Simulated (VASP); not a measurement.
# ZrC (Fm-3m) in VASP: single point with LDA

Aim: the single point of ZrC with LDA.

Everything below comes from runs of VASP 6.6.1. Logs are shortened: lines on timing, memory, paths and dates and some standing lists are left out, and cuts for length are marked.

### 1 The cell of the first run

The structure is cubic, space group Fm-3m (No. 225). The conventional cell has a = 4.642 Å, b = 4.642 Å, c = 4.642 Å, α = 90.00°, β = 90.00°, γ = 90.00°. Zr (site symmetry m-3m) has 6 C at 2.32 Å within 3.1 Å. Within 3.1 Å of C (site symmetry m-3m) lie 6 Zr at 2.32 Å.

### 2 Single point, LDA

INCAR reads:

```
SYSTEM = ZrC
  PREC = Accurate
  ENCUT = 520
  EDIFF = 1E-7
  ISMEAR = 1
  SIGMA = 0.1
  LREAL = .False.
  LASPH = .True.
  NELM = 80
  ALGO = Normal
  ISIF = 2
  LWAVE = .False.
  LCHARG = .False.
  NBANDS = 15
```

KPOINTS reads:

```
Automatic mesh
0
Gamma
  17 17 17
  0 0 0
```

POSCAR reads:

```
ZrC
1.0
    0.0000000000      2.3207661487      2.3207661487
    2.3207661487      0.0000000000      2.3207661487
    2.3207661487      2.3207661487      0.0000000000
Zr C
1 1
Direct
    0.5000000000      0.5000000000      0.5000000000
    0.0000000000      0.0000000000      0.0000000000
```

Potentials or basis: VASP PAW LDA potentials, release 64 (Zr_sv, C).

The run is started by

```sh
$ cat potpaw_LDA.64/Zr_sv/POTCAR potpaw_LDA.64/C/POTCAR > POTCAR
$ mpirun -np 1 vasp_std > vasp.out
```

OUTCAR:

```text
SYSTEM = ZrC
   PREC = Accurate
   ENCUT = 520
   EDIFF = 1E-7
   ISMEAR = 1
   LREAL = .False.
   LASPH = .True.
   NELM = 80
   ISIF = 2

 ion  position               nearest neighbor table
   1  0.500  0.500  0.500-   2 2.32   2 2.32   2 2.32   2 2.32   2 2.32   2 2.32
   2  0.000  0.000  0.000-   1 2.32   1 2.32   1 2.32   1 2.32   1 2.32   1 2.32

  LATTYP: Found a face centered cubic cell.
 ALAT       =     4.6415322974

  Lattice vectors:

 A1 = (   0.0000000000,   2.3207661487,   2.3207661487)
 A2 = (   2.3207661487,   0.0000000000,   2.3207661487)
 A3 = (   2.3207661487,   2.3207661487,   0.0000000000)

Analysis of symmetry for initial positions (statically):
=====================================================================
 Subroutine PRICEL returns:
 Original cell was already a primitive cell.

 Routine SETGRP: Setting up the symmetry group for a
 face centered cubic supercell.

 Subroutine GETGRP returns: Found 48 space group operations
 (whereof 48 operations were pure point group operations)
 out of a pool of 48 trial point group operations.

The static configuration has the point symmetry O_h .

Analysis of symmetry for dynamics (positions and initial velocities):
=====================================================================
 Subroutine PRICEL returns:
 Original cell was already a primitive cell.

 Routine SETGRP: Setting up the symmetry group for a
 face centered cubic supercell.

 Subroutine GETGRP returns: Found 48 space group operations
 (whereof 48 operations were pure point group operations)
 out of a pool of 48 trial point group operations.

The dynamic configuration has the point symmetry O_h .

 Subroutine INISYM returns: Found 48 space group operations
 (whereof 48 operations are pure point group operations),
 and found     1 'primitive' translations

----------------------------------------------------------------------------------------

                                     Primitive cell

  volume of cell :      24.9991

  direct lattice vectors                    reciprocal lattice vectors
     0.000000000  2.320766149  2.320766149    -0.215446093  0.215446093  0.215446093
     2.320766149  0.000000000  2.320766149     0.215446093 -0.215446093  0.215446093
     2.320766149  2.320766149  0.000000000     0.215446093  0.215446093 -0.215446093

  length of vectors
     3.282058963  3.282058963  3.282058963     0.373163580  0.373163580  0.373163580

  position of ions in fractional coordinates (direct lattice)
     0.500000000  0.500000000  0.500000000
     0.000000000  0.000000000  0.000000000

  ion indices of the primitive-cell ions
   primitive index   ion index
                 1           1
                 2           2

----------------------------------------------------------------------------------------

 KPOINTS: Automatic mesh

Automatic generation of k-mesh.
 Grid dimensions read from file:
 generate k-points for:   17   17   17

 Generating k-lattice:

  Cartesian coordinates                     Fractional coordinates (reciprocal lattice)
    -0.012673300  0.012673300  0.012673300     0.058823529  0.000000000  0.000000000
     0.012673300 -0.012673300  0.012673300     0.000000000  0.058823529  0.000000000
     0.012673300  0.012673300 -0.012673300     0.000000000  0.000000000  0.058823529

  Length of vectors
     0.021950799  0.021950799  0.021950799

  Shift w.r.t. Gamma in fractional coordinates (k-lattice)
     0.000000000  0.000000000  0.000000000

 Subroutine IBZKPT returns following result:
 ===========================================

 Found    165 irreducible k-points:

 Following reciprocal coordinates:
            Coordinates               Weight
  0.000000  0.000000  0.000000      1.000000
  0.058824  0.000000  0.000000      8.000000
  0.117647  0.000000  0.000000      8.000000
  0.176471  0.000000  0.000000      8.000000
  0.235294  0.000000  0.000000      8.000000
  0.294118  0.000000  0.000000      8.000000
[... 16 lines left out ...]
 -0.176471  0.058824  0.000000     24.000000
 -0.117647  0.058824  0.000000     24.000000
 [... further k-points ...]
   k-points           NKPTS =    165   k-points in BZ     NKDIM =    165   number of bands    NBANDS=     15
   number of dos      NEDOS =    301   number of ions     NIONS =      2
   total plane-waves  NPLWV =  13824
   dimension x,y,z NGX =    24 NGY =   24 NGZ =   24
   dimension x,y,z NGXF=    48 NGYF=   48 NGZF=   48
   ions per type =               1   1
   NGX,Y,Z   is equivalent  to a cutoff of  12.16, 12.16, 12.16 a.u.
   NGXF,Y,Z  is equivalent  to a cutoff of  24.31, 24.31, 24.31 a.u.
 SYSTEM =  ZrC
   PREC   = accura    normal or accurate (medium, high low for compatibility)
   ISTART =      0    job   : 0-new  1-cont  2-samecut
   ICHARG =      2    charge: 1-file 2-atom 10-const
   ISPIN  =      1    spin polarized calculation?
   LNONCOLLINEAR =      F non collinear calculations
   LSORBIT =      F    spin-orbit coupling
   LASPH  =      T    aspherical Exc in radial PAW
   ENCUT  =  520.0 eV  38.22 Ry    6.18 a.u.   6.10  6.10  6.10*2*pi/ulx,y,z
   NELM   =     80;   NELMIN=  2; NELMDL= -5     # of ELM steps
   EDIFF  = 0.1E-06   stopping-criterion for ELM
   LREAL  =      F    real-space projection
   EDIFFG = 0.1E-05   stopping-criterion for IOM
   NSW    =      0    number of steps for IOM
   IBRION =     -1    ionic relax: 0-MD 1-quasi-New 2-CG
   NFREE  =      0    steps in history (QN), initial steepest desc. (CG)
   ISIF   =      2    stress and relaxation
   ISYM   =      2    0-nonsym 1-usesym 2-fastsym
   POTIM  = 0.5000    time-step for ionic-motion
   TEBEG  =    0.0;   TEEND  =   0.0 temperature during run
   PSTRESS=    0.0 pullay stress
   NELECT =      16.0000    total number of electrons
   NUPDOWN=      -1.0000    fix difference up-down
   EMIN   =  10.00;   EMAX   =-10.00  energy-range for DOS
   EFERMI =   0.00;   METHOD = LEGACY
   ISMEAR =     1;   SIGMA  =   0.10  broadening in eV -4-tet -1-fermi 0-gaus
   EFERMI_NEDOS =   21; number of points for ismear=-14 and -15
   IALGO  =     38    algorithm
   IMIX   =      4    mixing-type and parameters
     AMIX     =   0.40;   BMIX     =  1.00
     AMIX_MAG =   1.60;   BMIX_MAG =  1.00
  volume/ion in A,a.u.               =      12.50        84.35
  Fermi-wavevector in a.u.,A,eV,Ry     =   1.410826  2.666075 27.081443  1.990430
  Thomas-Fermi vector in A             =   2.532740
   LORBIT       =      0    0 simple, 1 ext, 2 COOP (PROOUT), +10 PAW based schemes
   GGA     = CA    functional components
   LHFCALC =     F    Hartree Fock is set to
   AEXX    =    0.0000 exact exchange contribution
   IVDW    =     0    specifies the selected vdW correction
   LEPSILON=     F    determine dielectric tensor
   LRPA    =     F    only Hartree local field effects (RPA)
 non-spin polarized calculation
 Methfessel and Paxton  Order N= 1 SIGMA  =   0.10
  energy-cutoff  :      520.00
  volume of cell :       25.00
 maximum number of plane-waves:       688
   NGX = 13   NGY = 13   NGZ = 13

 number of electron      16.0000000 magnetization

 Free energy of the ion-electron system (eV)
  ---------------------------------------------------
  ext. energy  EPLUGINS =         0.00000000
  ---------------------------------------------------
  free energy    TOTEN  =       -21.27736131 eV

  energy without entropy =      -21.27702288  energy(sigma->0) =      -21.27724850

 E-fermi :   9.8756     XC(G=0): -12.5434

 val. band max:        9.8563775688   @ k =   0.1176   0.0588   0.0000
 cond. band min:       9.8762898104   @ k =  -0.0588   0.0588   0.0000
 fundamental gap:      0.0199122417
 Fermi energy:         9.8755803976

 k-point     1 :       0.0000    0.0000    0.0000
  band No.  band energies     occupation
      1     -37.7701      2.00000
      2     -15.6015      2.00000
      3     -15.6015      2.00000
      4     -15.6015      2.00000
      5      -1.3890      2.00000
      6      10.8428     -0.00000
      7      10.8428     -0.00000
      8      10.8428     -0.00000
      9      10.9400     -0.00000
     10      10.9400     -0.00000
     11      10.9400     -0.00000
     12      12.7982      0.00000
     13      12.7982      0.00000
     14      17.7253      0.00000
     15      20.4207      0.00000

 k-point     2 :       0.0588    0.0000    0.0000
  band No.  band energies     occupation
      1     -37.7659      2.00000
      2     -15.6383      2.00000
      3     -15.6046      2.00000
      4     -15.6046      2.00000
      5      -1.3036      2.00000
      6      10.1114     -0.00426
      7      10.3147     -0.00000
      8      10.3147     -0.00000
      9      11.1585     -0.00000
     10      11.1585     -0.00000
     11      11.4948     -0.00000
     12      13.2794      0.00000
     13      13.2794      0.00000
     14      17.8890      0.00000
     15      20.6511      0.00000

 k-point     3 :       0.1176    0.0000    0.0000
  band No.  band energies     occupation
      1     -37.7540      2.00000
      2     -15.7423      2.00000
      3     -15.6135      2.00000
      4     -15.6135      2.00000
      5      -1.0553      2.00000
      6       9.2132      2.00000
      7       9.5591      2.00007
      8       9.5591      2.00007
      9      11.4295     -0.00000
     10      11.4295     -0.00000
     11      11.9294      0.00000
     12      14.2712      0.00000
     13      14.2712      0.00000
     14      18.3228      0.00000
     15      21.2945      0.00000
[... 343 lines left out ...]
 k-point    23 :      -0.1765    0.0588    0.0000
  band No.  band energies     occupation
      1     -37.7259      2.00000
      2     -15.9616      2.00000
      3     -15.6678      2.00000
      4     -15.6193      2.00000
      5      -0.4574      2.00000
      6       7.8150      2.00000
      7       8.3836      2.00000
      8       8.7304      2.00000
      9      11.7121     -0.00000
     10      12.2486      0.00000
     11      12.7402      0.00000
     12      15.1673      0.00000
     13      16.5044      0.00000
     14      19.1870      0.00000
     15      22.6633      0.00000

 k-point    24 :      -0.1176    0.0588    0.0000
  band No.  band energies     occupation
      1     -37.7452      2.00000
      2     -15.8033      2.00000
      3     -15.6465      2.00000
      4     -15.6081      2.00000
      5      -0.8742      2.00000
      6       8.7204      2.00000
      7       9.0485      2.00000
      8       9.3253      2.00000
      9      11.3118     -0.00000
     10      11.9838      0.00000
     11      12.2579      0.00000
     12      14.1282      0.00000
     13      15.3176      0.00000
     14      18.6489      0.00000
     15      21.7504      0.00000

 [... further k-points ...]

------------------------ aborting loop because EDIFF is reached ----------------------------------------

  FORCE on cell =-STRESS in cart. coord.  units (eV):
  Direction    XX          YY          ZZ          XY          YZ          ZX
  --------------------------------------------------------------------------------------
  -------------------------------------------------------------------------------------
  Total        0.0979395      0.0979395      0.0979395     -0.0000000     -0.0000000      0.0000000
  in kB        6.2768878      6.2768878      6.2768878     -0.0000000     -0.0000000      0.0000000
  external PRESSURE =       6.2768878 kB  Pullay stress =       0.0000000 kB

 VOLUME and BASIS-vectors are now :
 -----------------------------------------------------------------------------
  energy-cutoff  :      520.00
  volume of cell :       25.00
      direct lattice vectors                 reciprocal lattice vectors
     0.000000000  2.320766149  2.320766149    -0.215446093  0.215446093  0.215446093
     2.320766149  0.000000000  2.320766149     0.215446093 -0.215446093  0.215446093
     2.320766149  2.320766149  0.000000000     0.215446093  0.215446093 -0.215446093

 POSITION                                       TOTAL-FORCE (eV/Angst)
 -----------------------------------------------------------------------------------
      2.32077      2.32077      2.32077         0.000000     -0.000000      0.000000
      0.00000      0.00000      0.00000         0.000000      0.000000      0.000000
 -----------------------------------------------------------------------------------
    total drift:                                0.000000     -0.000000      0.000000

  FREE ENERGIE OF THE ION-ELECTRON SYSTEM (eV)
  ---------------------------------------------------
  free  energy   TOTEN  =       -21.2773613094 eV

  energy  without entropy=      -21.2770228822  energy(sigma->0) =      -21.27724850
```

Wall time 36 s (1 thread of Intel Xeon Platinum 8259CL at 2.50GHz (Skylake/Cascade Lake), shared host); peak memory 0.17 GiB.

Results:

| Quantity | Value |
| --- | --- |
| Free energy | -21.2774 eV |
| Pressure | 0.6 GPa |
| Band gap on the k mesh | zero (band 8 reaches 10.84 eV, above the bottom of band 9 at 9.51 eV) |

Levels at points of the mesh, in eV from the Fermi level:
| k point | band 5 | band 6 | band 7 | band 8 | band 9 | band 10 | band 11 | band 12 |
| --- | --- | --- | --- | --- | --- | --- | --- | --- |
| (0.00, 0.00, 0.00) | -11.26 | 0.97 | 0.97 | 0.97 | 1.06 | 1.06 | 1.06 | 2.92 |
